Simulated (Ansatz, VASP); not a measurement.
## Two plane-wave programs on Rh

Contents of INCAR:

```
SYSTEM = Rh
PREC = Accurate
ENCUT = 520
EDIFF = 1E-6
ISMEAR = 0
SIGMA = 0.15
LREAL = .False.
LASPH = .True.
NELM = 80
ALGO = Fast
ISIF = 2
LWAVE = .False.
LCHARG = .False.
GGA = PE
NBANDS = 22
```

File KPOINTS:

```
Automatic mesh
0
Gamma
  18 18 10
  0 0 0
```

File POSCAR:

```
Rh
1.0
    2.8611000000      0.0000000000      0.0000000000
   -1.4305500000      2.4777852828      0.0000000000
    0.0000000000      0.0000000000      4.3851186776
Rh
2
Direct
    0.6666666667      0.3333333333      0.7500000000
    0.3333333333      0.6666666667      0.2500000000
```

Input for Ansatz:

```yaml
crystal:
  lattice:
    - [2.8611, 0.0, 0.0]
    - [-1.43055, 2.4777852828, 0.0]
    - [0.0, 0.0, 4.3851186776]
  atoms:
    - { symbol: Rh, position: [0.6666666667, 0.3333333333, 0.75] }
    - { symbol: Rh, position: [0.3333333333, 0.6666666667, 0.25] }
basis:
  ecutwfc: 420
kpoints:
  mp_grid: { grid: [18, 18, 10] }
hamiltonian:
  xc: pbe
  pseudopotentials: { kind: paw, azcp: { folder: soft_1 } }
scf:
  occupations: { method: gaussian, width: 0.15 }
output:
  forces: true
  stress: true
  eigenvalues: true
```

Alike in both runs: task single point; functional PBE; k mesh 18 × 18 × 10; occupations gaussian, width 0.15 eV; no spin polarisation.

```csv
,VASP,Ansatz
version,VASP 6.6.1,Ansatz 0.2.0
potentials or method,"VASP PAW PBE potentials, release 64 (Rh_pv), cutoff 520 eV","scalar-relativistic, plane waves, PAW"
valence electrons in the cell,30,34
```

```tsv
	VASP	Ansatz	Ansatz less VASP
gap on the k mesh at the Fermi level (eV)	none	none	-
pressure (GPa)	-18.3	-18.4	-0.12
traceless stress, the component that is largest in VASP (GPa)	4.88	4.88	-0.006
```

A gap of «none» marks a metal or a gap that the smearing closes. VASP's potentials hold 30 valence electrons a cell and Ansatz's 34, so a difference there can come from the potentials and not from the codes.
